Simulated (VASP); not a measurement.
# H4C in VASP: notebook, part 3 of 3

VASP 6.6.1.

**6. Relaxation of the atoms, r2SCAN+D3(BJ)**

Input file POSCAR:

```
H4C
1.0
    7.3876590000      0.0000000000      0.0000000000
    0.0000000000      7.3876590000      0.0000000000
    0.0000000000      0.0000000000      7.3876590000
C H
8 32
Direct
    0.4559115000      0.3195227000      0.7149269000
    0.7852645000      0.5135827000      0.0618307000
    0.0043527000      0.0187725000      0.9935213000
    0.5777702000      0.7863052000      0.7506111000
    0.2399754000      0.5705450000      0.0222510000
    0.2697576000      0.2260751000      0.2357630000
    0.4509462000      0.8001163000      0.3361426000
    0.9072239000      0.3389870000      0.5091425000
    0.3686503000      0.3000815000      0.5976104000
    0.5225755000      0.4507513000      0.7054095000
    0.5576889000      0.2128334000      0.7187186000
    0.3747311000      0.3144246000      0.8379691000
    0.8467612000      0.6121355000      0.1527214000
    0.6648365000      0.4566960000      0.1252078000
    0.8817612000      0.4055982000      0.0338418000
    0.7476990000      0.5799009000     -0.0644482000
   -0.0821366000     -0.0974793000      0.9659395000
   -0.0794460000      0.1362870000      1.0239144000
    0.0877824000      0.0471459000      0.8752417000
    0.0912111000     -0.0108638000      1.1089897000
    0.7157577000      0.8283485000      0.7813915000
    0.5170365000      0.7254185000      0.8704437000
    0.5797283000      0.6876641000      0.6409674000
    0.4985582000      0.9037898000      0.7096417000
    0.1970567000      0.6079761000     -0.1138098000
    0.3863069000      0.5521491000      0.0243305000
    0.1740300000      0.4446512000      0.0617173000
    0.2025080000      0.6774036000      0.1167659000
    0.3027643000      0.3678908000      0.2593110000
    0.2645266000      0.1547378000      0.3647563000
    0.3731407000      0.1651142000      0.1500231000
    0.1385988000      0.2165576000      0.1689617000
    0.4366092000      0.9222048000      0.4176565000
    0.3879966000      0.6865787000      0.4061583000
    0.5941187000      0.7716069000      0.3150598000
    0.3850603000      0.8200750000      0.2056960000
    0.9925981000      0.4237903000      0.5944377000
    0.8209553000      0.2548120000      0.5941597000
    0.9921581000      0.2528524000      0.4247466000
    0.8231842000      0.4244932000      0.4232259000
```

Input file INCAR.step1:

```
SYSTEM = H4C
PREC = Accurate ; ENCUT = 580
ISMEAR = -1 ; SIGMA = 0.02
LREAL = Auto ; LASPH = .TRUE.
NELM = 120 ; GGA = PE
ALGO = Normal ; EDIFF = 1E-5
LWAVE = .TRUE. ; LCHARG = .FALSE.
GGA_COMPAT = .FALSE. ; IBRION = 2
EDIFFG = -0.01 ; NELMIN = 4
NSW = 100
```

Input file INCAR.step2:

```
SYSTEM = H4C
PREC = Accurate ; ENCUT = 580
EDIFF = 1E-7 ; ISMEAR = -1
SIGMA = 0.02 ; LREAL = Auto
LASPH = .TRUE. ; NELM = 120
ALGO = Normal ; ISIF = 2
LWAVE = .FALSE. ; LCHARG = .FALSE.
METAGGA = R2SCAN ; LMIXTAU = .TRUE.
IVDW = 12 ; VDW_S6 = 1.0
VDW_S8 = 0.78981345 ; VDW_A1 = 0.49484001
VDW_A2 = 5.73083694 ; IBRION = 2
NSW = 35 ; EDIFFG = -0.3
ISTART = 1 ; GGA_COMPAT = .FALSE.
NELMIN = 4
```

Input file KPOINTS:

```
Automatic mesh
0
G
  1 1 1
  0 0 0
```

Potentials or basis: VASP PAW PBE potentials, release 64 (C, H).

Command:

```console
cat potpaw_PBE.64/C/POTCAR potpaw_PBE.64/H/POTCAR > POTCAR
cp INCAR.step1 INCAR
mpirun -np 1 vasp_gam > vasp.out
cp INCAR.step2 INCAR
mpirun -np 1 vasp_gam > vasp.out
```

OUTCAR:

```text
SYSTEM = H4C
   PREC = Accurate
   ENCUT = 580
   EDIFF = 1E-7
   ISMEAR = -1
   LREAL = Auto
   LASPH = .TRUE.
   NELM = 120
   ISIF = 2
   METAGGA = R2SCAN
   IVDW = 12
   IBRION = 2
   NSW = 35
   EDIFFG = -0.3
   ISTART = 1
   NELMIN = 4
 IVDW          = 12

 ion  position               nearest neighbor table
   1  0.456  0.320  0.715-  10 1.09  11 1.09  12 1.09   9 1.09
   2  0.785  0.514  0.062-  13 1.09  16 1.09  15 1.09  14 1.09
   3  0.004  0.019  0.994-  18 1.09  19 1.09  17 1.09  20 1.09
   4  0.578  0.786  0.751-  21 1.09  22 1.09  23 1.09  24 1.09
   5  0.240  0.571  0.022-  28 1.09  27 1.09  26 1.09  25 1.09
   6  0.270  0.226  0.236-  31 1.09  32 1.09  29 1.09  30 1.09
   7  0.451  0.800  0.336-  36 1.09  35 1.09  34 1.09  33 1.09
   8  0.907  0.339  0.509-  37 1.09  38 1.09  40 1.09  39 1.09
   9  0.369  0.300  0.598-   1 1.09
  10  0.523  0.451  0.705-   1 1.09
  11  0.558  0.213  0.719-   1 1.09
  12  0.375  0.314  0.838-   1 1.09
[... 502 lines left out ...]

------------------------ aborting loop because EDIFF is reached ----------------------------------------
[... 151 lines left out ...]
--------------------------------------- Ionic step       15  -------------------------------------------

 number of electron      64.0000003 magnetization

 Free energy of the ion-electron system (eV)
  ---------------------------------------------------
  ext. energy  EPLUGINS =         0.00000000
  ---------------------------------------------------
  free energy    TOTEN  =      -199.31615052 eV

  energy without entropy =     -199.31615052  energy(sigma->0) =     -199.31615052

 E-fermi :  -5.9046     XC(G=0):  -6.3720

 val. band max:       -6.4124796306   @ k =   0.0000   0.0000   0.0000
 cond. band min:       1.5898877696   @ k =   0.0000   0.0000   0.0000
 fundamental gap:      8.0023674002
 Fermi energy:        -5.9046056908

 k-point     1 :       0.0000    0.0000    0.0000
  band No.  band energies     occupation
      1     -16.1142      2.00000
      2     -15.6252      2.00000
      3     -15.5737      2.00000
      4     -15.5079      2.00000
      5     -15.4373      2.00000
      6     -15.3885      2.00000
[... 36 lines left out ...]
     43       4.8672      0.00000
     44       5.0545      0.00000
 [bands above 44 left out]

------------------------ aborting loop because EDIFF is reached ----------------------------------------

 Edisp (eV)   -0.66055

 E8    (eV) :    -0.0996
[... 63 lines left out ...]
  FREE ENERGIE OF THE ION-ELECTRON SYSTEM (eV)
  ---------------------------------------------------
  free  energy   TOTEN  =      -199.9766997625 eV

  energy  without entropy=     -199.9766997625  energy(sigma->0) =     -199.97669976

 reached required accuracy - stopping structural energy minimisation
```

OUTCAR.step1:

```text
SYSTEM = H4C
   PREC = Accurate
   ENCUT = 580
   ISMEAR = -1
   LREAL = Auto
   LASPH = .TRUE.
[... 728 lines left out ...]
  -------------------------------------------------------------------------------------
  Total        2.9386153      3.3346011      2.9437326     -0.6854542      0.3081907      0.1753153
  in kB       11.6770407     13.2505513     11.6973750     -2.7237580      1.2246432      0.6966425
  external PRESSURE =      12.2083223 kB  Pullay stress =       0.0000000 kB
[... 55 lines left out ...]
  FREE ENERGIE OF THE ION-ELECTRON SYSTEM (eV)
  ---------------------------------------------------
  free  energy   TOTEN  =      -191.8503894412 eV

  energy  without entropy=     -191.8503894412  energy(sigma->0) =     -191.85038944
```

It took 1.5 h on 1 thread of Intel Xeon Platinum 8488C (Sapphire Rapids), shared host; peak memory 0.61 GiB.

What came out:

```yaml
Free_energy: -199.9767 eV
Energy_gained_by_relaxing: 13.6 meV/atom
Ionic_steps: 15
Pressure_after_relaxing: 1.2 GPa
Largest_force_after_relaxing: 0.279 eV/Å
Band_gap_on_the_k_mesh: 8.00 eV
Dispersion_energy_per_atom: -0.017 eV
```

Forces in eV/Å, atoms in the order of the input:
```
C   -0.019 -0.039  0.014
C   -0.044 -0.028  0.033
C    0.024  0.132 -0.032
C    0.006  0.020  0.007
C    0.138  0.112  0.029
C    0.036 -0.245 -0.127
C    0.063 -0.059 -0.011
C   -0.020  0.003  0.021
H   -0.018 -0.016  0.044
H   -0.006 -0.030  0.053
H    0.026 -0.003  0.015
H   -0.014 -0.020  0.029
H   -0.012 -0.036 -0.013
H   -0.045 -0.018 -0.006
H   -0.051 -0.022  0.057
H    0.006 -0.052  0.031
H    0.036 -0.095  0.001
H    0.014 -0.073  0.022
H   -0.007 -0.027  0.060
H   -0.015  0.090  0.000
H   -0.015  0.096 -0.013
H    0.080  0.019  0.022
H    0.004  0.030  0.043
H   -0.010  0.006 -0.024
H   -0.073  0.058 -0.144
H   -0.029 -0.077  0.018
H    0.040 -0.004 -0.094
H   -0.100 -0.052 -0.018
H    0.001  0.082 -0.024
H   -0.112  0.074  0.008
H    0.020  0.111 -0.030
H    0.078  0.048  0.029
H    0.038 -0.003 -0.019
H   -0.007  0.040 -0.076
H   -0.027 -0.020 -0.037
H    0.039 -0.008  0.013
H   -0.002 -0.008 -0.016
H    0.022  0.007  0.026
H   -0.041  0.020  0.037
H   -0.002 -0.013  0.071
```

Stress tensor (GPa, compression positive):
```
 1.12 -0.03  0.33
-0.03  1.36 -0.03
 0.33 -0.03  1.14
```

Step by step:
```csv
step,energy change (eV),largest force (eV/Å),pressure (GPa)
1,0.0000,0.7313,1.21
2,-0.0446,0.9495,2.41
3,-0.0556,0.5912,2.03
4,-0.1096,0.4794,2.45
5,-0.1220,0.5332,2.77
6,-0.1713,0.4371,2.50
7,-0.2638,0.4477,1.68
8,-0.2052,1.3150,0.04
9,-0.2802,0.6689,1.15
10,-0.3362,0.5114,1.05
11,-0.3479,0.9329,0.98
12,-0.3828,0.8418,1.00
13,-0.4645,0.5979,1.06
14,-0.5322,0.5137,1.12
15,-0.5434,0.2786,1.21
```

Final structure:
```
C H
1.0
     7.38766    0.00000    0.00000
     0.00000    7.38766    0.00000
     0.00000    0.00000    7.38766
C H
8 32
Direct
  0.45322 0.30839 0.71605
  0.78448 0.50811 0.06631
  0.99373 0.99962 0.98311
  0.58351 0.80172 0.75128
  0.22343 0.58534 0.99808
  0.28934 0.22636 0.25982
  0.45694 0.80539 0.33576
  0.90526 0.33979 0.51391
  0.36863 0.29293 0.59698
  0.52043 0.43867 0.71025
  0.55339 0.20100 0.71901
  0.37039 0.30134 0.83713
  0.84466 0.60877 0.15555
  0.66402 0.45173 0.12921
  0.88180 0.40080 0.04170
  0.74967 0.57117 0.93808
  0.90696 0.88888 0.94215
  0.91001 0.11527 0.02037
  0.08217 0.03783 0.87102
  0.07488 0.95656 0.09803
  0.71877 0.85036 0.78092
  0.52517 0.73963 0.87077
  0.59181 0.70319 0.64267
  0.49868 0.91408 0.70990
  0.20008 0.63675 0.86251
  0.36756 0.56454 0.01671
  0.15168 0.45907 0.01705
  0.17676 0.68323 0.09706
  0.33848 0.35575 0.30876
  0.27645 0.13168 0.37154
  0.38392 0.16826 0.16270
  0.15839 0.24316 0.19529
  0.44717 0.92138 0.42490
  0.38591 0.69139 0.39711
  0.59934 0.77042 0.31924
  0.39794 0.83821 0.20538
  0.99384 0.42418 0.59647
  0.82235 0.25514 0.60118
  0.98676 0.25450 0.42604
  0.81800 0.42497 0.43098
```

Levels at points of the mesh, in eV from the valence-band top:
| k point | band 30 | band 31 | band 32 | band 33 | band 34 | band 35 |
| --- | --- | --- | --- | --- | --- | --- |
| (0.00, 0.00, 0.00) | -0.08 | -0.03 | 0.00 | 8.00 | 9.86 | 10.23 |

Caveat: the k points lie up to 0.85 Å⁻¹ apart, too coarse for converged energies, forces and pressures; the PAW data sets were made with another functional, which shifts forces and pressure a little; the relaxation stopped at a loose force limit of 0.3 eV/Å, so its end isn't a converged minimum.

**7. The runs side by side**

```csv
task,cell,gap on the mesh (eV),pressure (GPa),largest force (eV/Å)
single point,"as given, atomic positions A",8.04,0.5,0.07
single point,"as given, atomic positions B",7.16,0.0,7.24
single point,"as given, atomic positions C",7.12,0.0,3.73
single point,"as given, atomic positions D",7.41,1.9,4.77
relaxation of the atoms,"atoms relaxed, atomic positions E",8.00,1.2,0.28
```

Alike in all rows: level r2SCAN+D3(BJ); potentials or basis VASP PAW PBE potentials, release 64 (C, H); no spin polarisation; k mesh 1 × 1 × 1; cutoff (eV) 580; smearing fermi-dirac 0.02 eV.

Caveats: all runs use coarse meshes; the PAW data sets were made with another functional, which shifts forces and pressure a little; the atoms stand as in a frame of molecular dynamics (at least some runs); the relaxation stopped at a loose force limit of 0.3 eV/Å, so its end isn't a converged minimum (at least some runs).

Absolute energies hang on the potentials; compare differences alone.
